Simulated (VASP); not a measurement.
A run of VASP 6.6.1 is set up as follows.

Contents of INCAR:

```
SYSTEM = Y
PREC = Accurate ; ENCUT = 520
EDIFF = 1E-7 ; ISMEAR = -1
SIGMA = 0.05 ; LREAL = .False.
LASPH = .True. ; NELM = 80
ALGO = Normal ; ISIF = 2
LWAVE = .False. ; LCHARG = .True.
LELF = .True. ; LVHAR = .True.
NBANDS = 12
```

File KPOINTS:

```
regular mesh
0
Gamma
  14 14 14
  0 0 0
```

File POSCAR:

```
Y
1.0
   -1.5520146062      1.5520146062      1.5520146062
    1.5520146062     -1.5520146062      1.5520146062
    1.5520146062      1.5520146062     -1.5520146062
Y
1
Direct
    0.0000000000      0.0000000000      0.0000000000
```

Potentials or basis: VASP PAW LDA potentials, release 64 (Y_sv).

Run with:

```sh
$ cat potpaw_LDA.64/Y_sv/POTCAR > POTCAR
$ mpirun -np 1 vasp_std > vasp.out
```

(1) Estimate the pressure.

(2) What does it give for the band gap on the k mesh?

## Answers

(1) 84.3 GPa.

(2) zero (an odd number of electrons rules out a gap without spin polarisation).

Caveat: the cell stands under pressure.
